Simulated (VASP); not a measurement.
# ZrSe2 (ZrSe2 monolayer) in VASP: single point with PBEsol

Aim: the single point of ZrSe2 (ZrSe2 monolayer) with PBEsol.

All numbers are computed with VASP 6.6.1; they aren't measurements. Logs are shortened: lines on timing, memory, paths and dates and some standing lists are left out, and cuts for length are marked.

### Step 1. The cell of the first run

The cell holds a slab with vacuum, 3 atoms: a = 3.798 Å, b = 3.798 Å, c = 18.096 Å, α = 90.00°, β = 90.00°, γ = 120.00°.

### Step 2. Single point, PBEsol

Input file INCAR:

```
PREC = Accurate ; ENCUT = 400
EDIFF = 1E-6 ; ISMEAR = -1
SIGMA = 0.02 ; LREAL = False
LASPH = True ; NELM = 120
ALGO = Normal ; ISIF = 2
LWAVE = False ; LCHARG = False
GGA = PS ; NBANDS = 19
GGA_COMPAT = False ; NELMDL = -8
```

Input file KPOINTS:

```
regular mesh
0
Gamma
  10 10 1
```

Input file POSCAR:

```
ZrSe2
1.0
    3.7980000000      0.0000000000      0.0000000000
   -1.8990000000      3.2891644836      0.0000000000
    0.0000000000      0.0000000000     18.0960000000
Zr Se
1 2
Direct
    0.0094260000     -0.0003370000      0.4999460000
    0.6695530000      0.3272160000      0.4139250000
    0.3383270000      0.6753930000      0.5861590000
```

Potentials or basis: VASP PAW PBE potentials, release 64 (Zr_sv, Se).

Run with:

```sh
> cat potpaw_PBE.64/Zr_sv/POTCAR potpaw_PBE.64/Se/POTCAR > POTCAR
> mpirun -np 1 vasp_std > vasp.out
```

OUTCAR:

```text
PREC = Accurate
   ENCUT = 400
   EDIFF = 1E-6
   ISMEAR = -1
   LREAL = False
   LASPH = True
   NELM = 120
   ISIF = 2
   GGA = PS
   NELMDL = -8

 ion  position               nearest neighbor table
   1  0.009  1.000  0.500-   3 2.66   2 2.67   2 2.69   3 2.70   2 2.70   3 2.72
   2  0.670  0.327  0.414-   1 2.67   1 2.69   1 2.70
   3  0.338  0.675  0.586-   1 2.66   1 2.70   1 2.72

  LATTYP: Found a hexagonal cell.
 ALAT       =     3.7980000000
 C/A-ratio  =     4.7646129542

  Lattice vectors:

 A1 = (   3.7980000000,   0.0000000000,   0.0000000000)
 A2 = (  -1.8990000000,   3.2891644836,   0.0000000000)
 A3 = (   0.0000000000,   0.0000000000,  18.0960000000)

Analysis of symmetry for initial positions (statically):
=====================================================================
 Subroutine PRICEL returns:
 Original cell was already a primitive cell.

 Routine SETGRP: Setting up the symmetry group for a
 hexagonal supercell.

 Subroutine GETGRP returns: Found  1 space group operations
 (whereof  1 operations were pure point group operations)
 out of a pool of 24 trial point group operations.

The static configuration has the point symmetry C_1 .

Analysis of symmetry for dynamics (positions and initial velocities):
=====================================================================
 Subroutine PRICEL returns:
 Original cell was already a primitive cell.

 Routine SETGRP: Setting up the symmetry group for a
 hexagonal supercell.

 Subroutine GETGRP returns: Found  1 space group operations
 (whereof  1 operations were pure point group operations)
 out of a pool of 24 trial point group operations.

The dynamic configuration has the point symmetry C_1 .

 Subroutine INISYM returns: Found  1 space group operations
 (whereof  1 operations are pure point group operations),
 and found     1 'primitive' translations

----------------------------------------------------------------------------------------

                                     Primitive cell

  volume of cell :     226.0597

  direct lattice vectors                    reciprocal lattice vectors
     3.798000000  0.000000000  0.000000000     0.263296472  0.152014289  0.000000000
    -1.899000000  3.289164484  0.000000000     0.000000000  0.304028578  0.000000000
     0.000000000  0.000000000 18.096000000     0.000000000  0.000000000  0.055260831

  length of vectors
     3.798000000  3.798000000 18.096000000     0.304028578  0.304028578  0.055260831

  position of ions in fractional coordinates (direct lattice)
     0.009426000  0.999663000  0.499946000
     0.669553000  0.327216000  0.413925000
     0.338327000  0.675393000  0.586159000

  ion indices of the primitive-cell ions
   primitive index   ion index
                 1           1
                 2           2
                 3           3

----------------------------------------------------------------------------------------

 KPOINTS: regular mesh

Automatic generation of k-mesh.
 Grid dimensions read from file:
 generate k-points for:   10   10    1

 Generating k-lattice:

  Cartesian coordinates                     Fractional coordinates (reciprocal lattice)
     0.026329647  0.015201429  0.000000000     0.100000000  0.000000000  0.000000000
     0.000000000  0.030402858  0.000000000     0.000000000  0.100000000  0.000000000
     0.000000000  0.000000000  0.055260831     0.000000000  0.000000000  1.000000000

  Length of vectors
     0.030402858  0.030402858  0.055260831

  Shift w.r.t. Gamma in fractional coordinates (k-lattice)
     0.000000000  0.000000000  0.000000000

 Subroutine IBZKPT returns following result:
 ===========================================

 Found     52 irreducible k-points:

 Following reciprocal coordinates:
            Coordinates               Weight
  0.000000  0.000000  0.000000      1.000000
  0.100000  0.000000  0.000000      2.000000
  0.000000  0.100000  0.000000      2.000000
 -0.100000  0.100000  0.000000      2.000000
  0.200000  0.000000  0.000000      2.000000
  0.000000  0.200000  0.000000      2.000000
[... 16 lines left out ...]
 -0.200000  0.300000  0.000000      2.000000
  0.100000  0.200000  0.000000      2.000000
 [... further k-points ...]
   k-points           NKPTS =     52   k-points in BZ     NKDIM =     52   number of bands    NBANDS=     19
   number of dos      NEDOS =    301   number of ions     NIONS =      3
   total plane-waves  NPLWV =  94080
   dimension x,y,z NGX =    28 NGY =   28 NGZ =  120
   dimension x,y,z NGXF=    56 NGYF=   56 NGZF=  240
   ions per type =               1   2
   NGX,Y,Z   is equivalent  to a cutoff of  12.26, 12.26, 11.02 a.u.
   NGXF,Y,Z  is equivalent  to a cutoff of  24.51, 24.51, 22.05 a.u.
 SYSTEM =  unknown system
   PREC   = accura    normal or accurate (medium, high low for compatibility)
   ISTART =      0    job   : 0-new  1-cont  2-samecut
   ICHARG =      2    charge: 1-file 2-atom 10-const
   ISPIN  =      1    spin polarized calculation?
   LNONCOLLINEAR =      F non collinear calculations
   LSORBIT =      F    spin-orbit coupling
   LASPH  =      T    aspherical Exc in radial PAW
   ENCUT  =  400.0 eV  29.40 Ry    5.42 a.u.   6.19  6.19 29.51*2*pi/ulx,y,z
   NELM   =    120;   NELMIN=  2; NELMDL= -8     # of ELM steps
   EDIFF  = 0.1E-05   stopping-criterion for ELM
   LREAL  =      F    real-space projection
   EDIFFG = 0.1E-04   stopping-criterion for IOM
   NSW    =      0    number of steps for IOM
   IBRION =     -1    ionic relax: 0-MD 1-quasi-New 2-CG
   NFREE  =      0    steps in history (QN), initial steepest desc. (CG)
   ISIF   =      2    stress and relaxation
   ISYM   =      2    0-nonsym 1-usesym 2-fastsym
   POTIM  = 0.5000    time-step for ionic-motion
   TEBEG  =    0.0;   TEEND  =   0.0 temperature during run
   PSTRESS=    0.0 pullay stress
   NELECT =      24.0000    total number of electrons
   NUPDOWN=      -1.0000    fix difference up-down
   EMIN   =  10.00;   EMAX   =-10.00  energy-range for DOS
   EFERMI =   0.00;   METHOD = LEGACY
   ISMEAR =    -1;   SIGMA  =   0.02  broadening in eV -4-tet -1-fermi 0-gaus
   EFERMI_NEDOS =   21; number of points for ismear=-14 and -15
   IALGO  =     38    algorithm
   IMIX   =      4    mixing-type and parameters
     AMIX     =   0.40;   BMIX     =  1.00
     AMIX_MAG =   1.60;   BMIX_MAG =  1.00
  volume/ion in A,a.u.               =      75.35       508.51
  Fermi-wavevector in a.u.,A,eV,Ry     =   0.775183  1.464883  8.175857  0.600909
  Thomas-Fermi vector in A             =   1.877396
   LORBIT       =      0    0 simple, 1 ext, 2 COOP (PROOUT), +10 PAW based schemes
   GGA     = PS    functional components
   LHFCALC =     F    Hartree Fock is set to
   AEXX    =    0.0000 exact exchange contribution
   IVDW    =     0    specifies the selected vdW correction
   LEPSILON=     F    determine dielectric tensor
   LRPA    =     F    only Hartree local field effects (RPA)
 non-spin polarized calculation
  energy-cutoff  :      400.00
  volume of cell :      226.06
 maximum number of plane-waves:      4130
 NGX is ok and might be reduce to    28
   NGX = 13   NGY = 13   NGZ = 59

 number of electron      24.0000001 magnetization

 Free energy of the ion-electron system (eV)
  ---------------------------------------------------
  ext. energy  EPLUGINS =         0.00000000
  ---------------------------------------------------
  free energy    TOTEN  =       -20.72749518 eV

  energy without entropy =      -20.72749509  energy(sigma->0) =      -20.72749513

 E-fermi :  -2.0967     XC(G=0):  -3.7798

 val. band max:       -2.3369268615   @ k =   0.0000   0.0000   0.0000
 cond. band min:      -1.8547473389   @ k =   0.5000   0.5000   0.0000
 fundamental gap:      0.4821795226
 Fermi energy:        -2.0967005542

 k-point     1 :       0.0000    0.0000    0.0000
  band No.  band energies     occupation
      1     -51.6369      2.00000
      2     -29.7162      2.00000
      3     -29.6049      2.00000
      4     -29.6028      2.00000
      5     -15.2924      2.00000
      6     -14.3630      2.00000
[... 11 lines left out ...]
     18       2.3401      0.00000
     19       2.9442      0.00000

 k-point     2 :       0.1000    0.0000    0.0000
  band No.  band energies     occupation
      1     -51.6357      2.00000
      2     -29.7121      2.00000
      3     -29.6217      2.00000
      4     -29.6078      2.00000
      5     -15.2042      2.00000
      6     -14.3625      2.00000
[... 11 lines left out ...]
     18       2.5970      0.00000
     19       3.2810      0.00000

 k-point     3 :       0.0000    0.1000    0.0000
  band No.  band energies     occupation
      1     -51.6357      2.00000
      2     -29.7122      2.00000
      3     -29.6226      2.00000
      4     -29.6066      2.00000
      5     -15.2055      2.00000
      6     -14.3608      2.00000
[... 11 lines left out ...]
     18       2.5826      0.00000
     19       3.2817      0.00000

 k-point     4 :      -0.1000    0.1000    0.0000
  band No.  band energies     occupation
      1     -51.6357      2.00000
      2     -29.7120      2.00000
      3     -29.6212      2.00000
      4     -29.6085      2.00000
      5     -15.2034      2.00000
      6     -14.3635      2.00000
[... 407 lines left out ...]
     18       3.7898      0.00000
     19       4.1691      0.00000

 k-point    23 :      -0.2000    0.3000    0.0000
  band No.  band energies     occupation
      1     -51.6302      2.00000
      2     -29.7016      2.00000
      3     -29.6920      2.00000
      4     -29.6307      2.00000
      5     -14.7634      2.00000
      6     -14.3548      2.00000
[... 11 lines left out ...]
     18       3.7831      0.00000
     19       4.1624      0.00000

 k-point    24 :       0.1000    0.2000    0.0000
  band No.  band energies     occupation
      1     -51.6303      2.00000
      2     -29.7024      2.00000
      3     -29.6916      2.00000
      4     -29.6294      2.00000
      5     -14.7747      2.00000
      6     -14.3417      2.00000
[... 11 lines left out ...]
     18       3.7826      0.00000
     19       4.1507      0.00000

 [... further k-points ...]

------------------------ aborting loop because EDIFF is reached ----------------------------------------

  FORCE on cell =-STRESS in cart. coord.  units (eV):
  Direction    XX          YY          ZZ          XY          YZ          ZX
  --------------------------------------------------------------------------------------
  -------------------------------------------------------------------------------------
  Total       -0.8558418     -1.1621476     -0.1529015     -0.0637797     -0.4508815      0.1973917
  in kB       -6.0657004     -8.2366145     -1.0836752     -0.4520325     -3.1955815      1.3989957
  external PRESSURE =      -5.1286634 kB  Pullay stress =       0.0000000 kB

 VOLUME and BASIS-vectors are now :
 -----------------------------------------------------------------------------
  energy-cutoff  :      400.00
  volume of cell :      226.06
      direct lattice vectors                 reciprocal lattice vectors
     3.798000000  0.000000000  0.000000000     0.263296472  0.152014289  0.000000000
    -1.899000000  3.289164484  0.000000000     0.000000000  0.304028578  0.000000000
     0.000000000  0.000000000 18.096000000     0.000000000  0.000000000  0.055260831

 POSITION                                       TOTAL-FORCE (eV/Angst)
 -----------------------------------------------------------------------------------
     -1.86256      3.28806      9.04702        -0.065029      0.013123      0.012000
      1.92158      1.07627      7.49039        -0.030813      0.138198      0.028844
      0.00239      2.22148     10.60713         0.095841     -0.151321     -0.040844
 -----------------------------------------------------------------------------------
    total drift:                                0.000025     -0.000011     -0.000101

  FREE ENERGIE OF THE ION-ELECTRON SYSTEM (eV)
  ---------------------------------------------------
  free  energy   TOTEN  =       -20.7274951760 eV

  energy  without entropy=      -20.7274950872  energy(sigma->0) =      -20.72749513
```

Run time: 3.9 min. Hardware: 1 thread of Intel Xeon Platinum 8375C at 2.90GHz (Ice Lake), shared host; peak memory 0.37 GiB.

Results:

| Item | Value |
| --- | --- |
| Free energy | -20.7275 eV |
| Largest force | 0.184 eV/Å |
| Band gap on the k mesh | 0.48 eV, indirect (least direct gap 1.07 eV) |

Forces in eV/Å, atoms in the order of the input:
```
Zr  -0.065  0.013  0.012
Se  -0.031  0.138  0.029
Se   0.096 -0.151 -0.041
```

Caveat: the PAW data sets were made with another functional, which shifts forces and pressure a little.
